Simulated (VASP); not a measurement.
Write the native input for VASP 6.6.1 that does the following.

```
Task                               : single point
Functional                         : HSE06
Potentials or basis                : VASP PAW PBE potentials, release 64 (Ba_sv, O)
Cutoff                             : 520 eV
k mesh                             : 6 × 6 × 6
Occupations                        : gaussian, width 0.01 eV
Spin                               : no spin polarisation
Dipole correction                  : no
Grid for exact exchange (PRECFOCK) : Normal
Further INCAR settings             : ALGO = Normal; EDIFF = 1e-06; NBANDS = 15
Share of exact exchange            : 0.25
Screening parameter                : 0.2079 1/Å
```

BaO:

```xyz
2
Lattice="0.0000 2.7719 2.7719 2.7719 0.0000 2.7719 2.7719 2.7719 0.0000" Properties=species:S:1:pos:R:3 pbc="T T T"
Ba    0.0000    0.0000    0.0000
O     2.7719    2.7719    2.7719
```

The input as run:

POSCAR

```
BaO
1.0
    0.0000000000      2.7719428463      2.7719428463
    2.7719428463      0.0000000000      2.7719428463
    2.7719428463      2.7719428463      0.0000000000
Ba O
1 1
Direct
    0.0000000000      0.0000000000      0.0000000000
    0.5000000000      0.5000000000      0.5000000000
```

INCAR.step1

```
SYSTEM = BaO
PREC = Accurate ; ENCUT = 520
EDIFF = 1E-5 ; ISMEAR = 0
SIGMA = 0.01 ; LREAL = .False.
LASPH = .True. ; NELM = 120
ALGO = Normal ; ISIF = 2
LWAVE = .True. ; LCHARG = .False.
GGA = PE ; NBANDS = 15
GGA_COMPAT = .False.
```

INCAR.step2

```
SYSTEM = BaO
PREC = Accurate ; ENCUT = 520
EDIFF = 1E-6 ; ISMEAR = 0
SIGMA = 0.01 ; LREAL = .False.
LASPH = .True. ; NELM = 120
ALGO = Normal ; ISIF = 2
LWAVE = .False. ; LCHARG = .False.
GGA = PE ; LHFCALC = .True.
HFSCREEN = 0.2079 ; PRECFOCK = Normal
ISTART = 1 ; NBANDS = 15
GGA_COMPAT = .False.
```

KPOINTS

```
regular mesh
0
Gamma
  6 6 6
  0 0 0
```

Potentials or basis: VASP PAW PBE potentials, release 64 (Ba_sv, O).

Command:

```console
$ cat potpaw_PBE.64/Ba_sv/POTCAR potpaw_PBE.64/O/POTCAR > POTCAR
$ cp INCAR.step1 INCAR
$ mpirun -np 1 vasp_std > vasp.out
$ cp INCAR.step2 INCAR
$ mpirun -np 1 vasp_std > vasp.out
```

Results of the run:

The pressure is 1.1 GPa and the band gap on the k mesh is 3.26 eV.

Caveat: the PAW data sets were made with another functional, which shifts forces and pressure a little; spin-orbit coupling is left out, which moves the levels of the heavy elements.

It took 35 min on 1 thread of Intel(R) Xeon(R) Platinum 8259CL CPU @ 2.50GHz (Skylake/Cascade Lake), with other jobs on the host, peak memory 0.29 GiB.
